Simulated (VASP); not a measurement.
# Hf (P6_3/mmc) in VASP: vibrations by perturbation theory with LDA

Aim: the vibrations by perturbation theory of Hf with LDA.

All numbers are computed with VASP 6.6.1; they aren't measurements. Logs are shortened: lines on timing, memory, paths and dates and some standing lists are left out, and cuts for length are marked.

## 1. The cell of the first run

The structure is hexagonal, space group P6_3/mmc (No. 194). Conventional cell: a = 3.116 Å, b = 3.116 Å, c = 4.960 Å, α = 90.00°, β = 90.00°, γ = 120.00°. Hf (site symmetry -6m2) has 12 Hf at 3.06 to 3.12 Å within 4.0 Å.

## 2. Vibrations by perturbation theory, LDA

Input file INCAR:

```
  PREC = Accurate
  ENCUT = 520
  EDIFF = 1E-8
  ISMEAR = -1
  SIGMA = 0.15
  LREAL = F
  LASPH = T
  NELM = 60
  ALGO = Normal
  ISIF = 2
  LWAVE = F
  LCHARG = F
  GGA = CA
  IBRION = 8
  NSW = 1
```

Input file KPOINTS:

```
Automatic mesh
0
Gamma
  12 12 8
```

Input file POSCAR:

```
Hf
1.0
    3.1155931752      0.0000000028      0.0000000000
   -1.5577965901      2.6981828362      0.0000000000
    0.0000000000      0.0000000000      4.9602855356
Hf
2
Direct
    0.3333333333      0.6666666667      0.2500000000
    0.6666666667      0.3333333333      0.7500000000
```

Potentials or basis: VASP PAW LDA potentials, release 64 (Hf_pv).

Command:

```bash
> cat potpaw_LDA.64/Hf_pv/POTCAR > POTCAR
> mpirun -np 1 vasp_std > vasp.out
```

OUTCAR:

```text
PREC = Accurate
   ENCUT = 520
   EDIFF = 1E-8
   ISMEAR = -1
   LREAL = F
   LASPH = T
   NELM = 60
   ISIF = 2
   GGA = CA
   IBRION = 8
   NSW = 1

 ion  position               nearest neighbor table
   1  0.333  0.667  0.250-   2 3.06   2 3.06   2 3.06   2 3.06   2 3.06   2 3.06
   2  0.667  0.333  0.750-   1 3.06   1 3.06   1 3.06   1 3.06   1 3.06   1 3.06

  LATTYP: Found a hexagonal cell.
 ALAT       =     3.1155931752
 C/A-ratio  =     1.5920838366

  Lattice vectors:

 A1 = (   3.1155931752,   0.0000000028,   0.0000000000)
 A2 = (  -1.5577965901,   2.6981828362,   0.0000000000)
 A3 = (   0.0000000000,   0.0000000000,   4.9602855356)

Analysis of symmetry for initial positions (statically):
=====================================================================
 Subroutine PRICEL returns:
 Original cell was already a primitive cell.

 Routine SETGRP: Setting up the symmetry group for a
 hexagonal supercell.

 Subroutine GETGRP returns: Found 24 space group operations
 (whereof 12 operations were pure point group operations)
 out of a pool of 24 trial point group operations.

The static configuration has the point symmetry D_3d.
 The point group associated with its full space group is D_6h.

Analysis of symmetry for dynamics (positions and initial velocities):
=====================================================================
 Subroutine PRICEL returns:
 Original cell was already a primitive cell.

 Routine SETGRP: Setting up the symmetry group for a
 hexagonal supercell.

 Subroutine GETGRP returns: Found 24 space group operations
 (whereof 12 operations were pure point group operations)
 out of a pool of 24 trial point group operations.

The dynamic configuration has the point symmetry D_3d.
 The point group associated with its full space group is D_6h.

 Subroutine INISYM returns: Found 24 space group operations
 (whereof 12 operations are pure point group operations),
 and found     1 'primitive' translations

----------------------------------------------------------------------------------------

                                     Primitive cell

  volume of cell :      41.6983

  direct lattice vectors                    reciprocal lattice vectors
     3.115593175  0.000000003  0.000000000     0.320966167  0.185309903  0.000000000
    -1.557796590  2.698182836  0.000000000    -0.000000000  0.370619806  0.000000000
     0.000000000  0.000000000  4.960285536     0.000000000  0.000000000  0.201601298

  length of vectors
     3.115593175  3.115593175  4.960285536     0.370619806  0.370619806  0.201601298

  position of ions in fractional coordinates (direct lattice)
     0.333333333  0.666666667  0.250000000
     0.666666667  0.333333333  0.750000000

  ion indices of the primitive-cell ions
   primitive index   ion index
                 1           1
                 2           2

----------------------------------------------------------------------------------------

 KPOINTS: Automatic mesh

Automatic generation of k-mesh.
 Grid dimensions read from file:
 generate k-points for:   12   12    8

 Generating k-lattice:

  Cartesian coordinates                     Fractional coordinates (reciprocal lattice)
     0.026747181  0.015442492  0.000000000     0.083333333  0.000000000  0.000000000
    -0.000000000  0.030884984  0.000000000     0.000000000  0.083333333  0.000000000
     0.000000000  0.000000000  0.025200162     0.000000000  0.000000000  0.125000000

  Length of vectors
     0.030884984  0.030884984  0.025200162

  Shift w.r.t. Gamma in fractional coordinates (k-lattice)
     0.000000000  0.000000000  0.000000000

 Subroutine IBZKPT returns following result:
 ===========================================

 Found     95 irreducible k-points:

 Following reciprocal coordinates:
            Coordinates               Weight
  0.000000  0.000000  0.000000      1.000000
  0.083333 -0.000000  0.000000      6.000000
  0.166667 -0.000000  0.000000      6.000000
  0.250000  0.000000  0.000000      6.000000
  0.333333 -0.000000  0.000000      6.000000
  0.416667 -0.000000  0.000000      6.000000
[... 16 lines left out ...]
  0.250000  0.000000  0.125000     12.000000
  0.333333 -0.000000  0.125000     12.000000
 [... further k-points ...]
   k-points           NKPTS =     95   k-points in BZ     NKDIM =     95   number of bands    NBANDS=     14
   number of dos      NEDOS =    301   number of ions     NIONS =      2
   total plane-waves  NPLWV =  23040
   dimension x,y,z NGX =    24 NGY =   24 NGZ =   40
[... 19 lines left out ...]
   NFREE  =      0    steps in history (QN), initial steepest desc. (CG)
   ISIF   =      2    stress and relaxation
   ISYM   =      2    0-nonsym 1-usesym 2-fastsym
   POTIM  = 0.5000    time-step for ionic-motion
   TEBEG  =    0.0;   TEEND  =   0.0 temperature during run
   PSTRESS=    0.0 pullay stress
   NELECT =      20.0000    total number of electrons
   NUPDOWN=      -1.0000    fix difference up-down
   EMIN   =  10.00;   EMAX   =-10.00  energy-range for DOS
   EFERMI =   0.00;   METHOD = LEGACY
   ISMEAR =    -1;   SIGMA  =   0.15  broadening in eV -4-tet -1-fermi 0-gaus
   EFERMI_NEDOS =   21; number of points for ismear=-14 and -15
   IALGO  =     38    algorithm
   IMIX   =      4    mixing-type and parameters
     AMIX     =   0.40;   BMIX     =  1.00
     AMIX_MAG =   1.60;   BMIX_MAG =  1.00
  volume/ion in A,a.u.               =      20.85       140.70
  Fermi-wavevector in a.u.,A,eV,Ry     =   1.281480  2.421646 22.343372  1.642191
  Thomas-Fermi vector in A             =   2.413848
   LORBIT       =      0    0 simple, 1 ext, 2 COOP (PROOUT), +10 PAW based schemes
   GGA     = CA    functional components
   LHFCALC =     F    Hartree Fock is set to
   AEXX    =    0.0000 exact exchange contribution
   IVDW    =     0    specifies the selected vdW correction
   LEPSILON=     F    determine dielectric tensor
   LRPA    =     F    only Hartree local field effects (RPA)
 non-spin polarized calculation
  energy-cutoff  :      520.00
  volume of cell :       41.70
 maximum number of plane-waves:      1140
 NGX is ok and might be reduce to    24
   NGX = 11   NGY = 11   NGZ = 19

--------------------------------------- Ionic step        1  -------------------------------------------

 number of electron      19.9999997 magnetization

 Free energy of the ion-electron system (eV)
  ---------------------------------------------------
  ext. energy  EPLUGINS =         0.00000000
  ---------------------------------------------------
  free energy    TOTEN  =       -21.45313174 eV

  energy without entropy =      -21.31763511  energy(sigma->0) =      -21.38538342

 E-fermi :   5.2468     XC(G=0): -11.7950

 val. band max:        5.2396744637   @ k =   0.3333   0.1667   0.3750
 cond. band min:       5.2709088607   @ k =   0.1667  -0.0000   0.3750
 fundamental gap:      0.0312343970
 Fermi energy:         5.2467840418

 k-point     1 :       0.0000    0.0000    0.0000
  band No.  band energies     occupation
      1     -25.5904      2.00000
      2     -24.6477      2.00000
      3     -24.6477      2.00000
      4     -24.4901      2.00000
      5     -24.4901      2.00000
      6     -24.4861      2.00000
      7      -2.2499      2.00000
      8       1.3537      2.00000
      9       6.3193      0.00157
     10       6.4334      0.00073
     11       6.4334      0.00073
     12       6.6659      0.00016
     13       7.3077      0.00000
     14       7.3077      0.00000
[... 377 lines left out ...]
      1     -25.3366      2.00000
      2     -25.1495      2.00000
      3     -25.0654      2.00000
      4     -24.8134      2.00000
      5     -24.6453      2.00000
      6     -24.5866      2.00000
      7       0.6935      2.00000
      8       2.7626      2.00000
      9       3.4650      1.99999
     10       4.6441      1.96466
     11       6.0014      0.01298
     12       6.5114      0.00044
     13       6.6619      0.00016
     14       9.6345      0.00000

 [... further k-points ...]
[... 5 lines left out ...]
  --------------------------------------------------------------------------------------
  -------------------------------------------------------------------------------------
  Total        0.0286581      0.0286581      0.0191663     -0.0000000      0.0000000      0.0000000
  in kB        1.1011318      1.1011318      0.7364267     -0.0000000      0.0000000      0.0000000
  external PRESSURE =       0.9795634 kB  Pullay stress =       0.0000000 kB

 VOLUME and BASIS-vectors are now :
 -----------------------------------------------------------------------------
  energy-cutoff  :      520.00
  volume of cell :       41.70
      direct lattice vectors                 reciprocal lattice vectors
     3.115593175  0.000000003  0.000000000     0.320966167  0.185309903  0.000000000
    -1.557796590  2.698182836  0.000000000    -0.000000000  0.370619806  0.000000000
     0.000000000  0.000000000  4.960285536     0.000000000  0.000000000  0.201601298

 POSITION                                       TOTAL-FORCE (eV/Angst)
 -----------------------------------------------------------------------------------
     -0.00000      1.79879      1.24007         0.000000      0.000000      0.000000
      1.55780      0.89939      3.72021        -0.000000     -0.000000      0.000000
 -----------------------------------------------------------------------------------
    total drift:                               -0.000000      0.000000     -0.000000

  FREE ENERGIE OF THE ION-ELECTRON SYSTEM (eV)
  ---------------------------------------------------
  free  energy   TOTEN  =       -21.4531317421 eV

  energy  without entropy=      -21.3176351052  energy(sigma->0) =      -21.38538342

[... ionic steps 2 to 3 ...]

--------------------------------------- Ionic step        4  -------------------------------------------

------------------------ aborting loop because EDIFF is reached ----------------------------------------

[... ionic steps 5 to 5 ...]

--------------------------------------- Ionic step        6  -------------------------------------------

 Free energy of the ion-electron system (eV)
  ---------------------------------------------------
  ---------------------------------------------------
  free energy    TOTEN  =        -0.24885985 eV

  energy without entropy =       -0.24885985

------------------------ aborting loop because EDIFF is reached ----------------------------------------

 INTERNAL STRAIN TENSOR  FOR ION    1  DIRECTION 3   (eV/Angst):
 -----------------------------------------------------------------------------
     0.05322 -0.00000 -0.00000
    -0.00000  0.05322  0.00000
     0.00000  0.00000 -0.10003

 INTERNAL STRAIN TENSOR FOR ION    2 for displacements in x,y,z  (eV/Angst):
          X           Y           Z          XY          YZ          ZX
  --------------------------------------------------------------------------------
  x    -0.00000     0.00000     0.00000     2.82852     0.00000     0.00000
  y     2.82852    -2.82852     0.00000     0.00000     0.00000     0.00000
  z     0.00000     0.00000    -0.00000    -0.00000    -0.00000     0.00000

 SECOND DERIVATIVES (NOT SYMMETRIZED)
 ------------------------------------
               1X          1Y          1Z          2X          2Y          2Z
  1X    -1.377284    0.000000    0.000000    1.377284   -0.000000    0.000000
  1Y     0.000000   -1.377284    0.000000   -0.000000    1.377284    0.000000
  1Z     0.000000    0.000000   -4.522571    0.000000   -0.000000    4.522571
  2X     1.377284   -0.000000    0.000000   -1.377284    0.000000    0.000000
  2Y    -0.000000    1.377284    0.000000    0.000000   -1.377284    0.000000
  2Z     0.000000   -0.000000    4.522571    0.000000    0.000000   -4.522571

 Eigenvectors and eigenvalues of the dynamical matrix
 ----------------------------------------------------

   1 f  =    3.519261 THz    22.112169 2PiTHz  117.389914 cm-1    14.554488 meV
             X         Y         Z           dx          dy          dz
     -0.000000  1.798789  1.240071     0.000000   -0.000000    0.707107
      1.557797  0.899394  3.720214     0.000000   -0.000000   -0.707107
[... 16 lines left out ...]
   5 f  =    0.000000 THz     0.000000 2PiTHz    0.000001 cm-1     0.000000 meV
             X         Y         Z           dx          dy          dz
     -0.000000  1.798789  1.240071     0.566646    0.411010   -0.099912
      1.557797  0.899394  3.720214     0.566646    0.411010   -0.099912

   6 f/i=    0.000000 THz     0.000000 2PiTHz    0.000001 cm-1     0.000000 meV
             X         Y         Z           dx          dy          dz
     -0.000000  1.798789  1.240071    -0.015397   -0.146871   -0.691514
      1.557797  0.899394  3.720214    -0.015397   -0.146871   -0.691514

--------------------------------------------------------------------------------------------------------

 ELASTIC MODULI CONTR FROM IONIC RELAXATION (kBar)
 Direction    XX          YY          ZZ          XY          YZ          ZX
 --------------------------------------------------------------------------------
 XX        -223.1963    223.1963     -0.0000      0.0000      0.0000     -0.0000
 YY         223.1963   -223.1963      0.0000      0.0000      0.0000     -0.0000
 ZZ          -0.0000      0.0000     -0.0000     -0.0000     -0.0000      0.0000
 XY           0.0000      0.0000     -0.0000   -223.1963     -0.0000      0.0000
 YZ           0.0000      0.0000     -0.0000     -0.0000     -0.0000      0.0000
 ZX          -0.0000     -0.0000      0.0000      0.0000      0.0000     -0.0000
 --------------------------------------------------------------------------------
```

Run time: 3.9 min. Hardware: 1 thread of Intel Xeon 6975P-C (Granite Rapids), shared host; peak memory 0.49 GiB.

What came out:

```yaml
Highest_phonon_frequency_at_Γ: 117 cm⁻¹
```

Phonon frequencies in cm⁻¹ (negative: imaginary):
| q point | frequencies |
| --- | --- |
| (0.000, 0.000, 0.000) | 0 0 0 65 65 117 |

Caveat: spin-orbit coupling is left out, which moves the levels of the heavy elements.
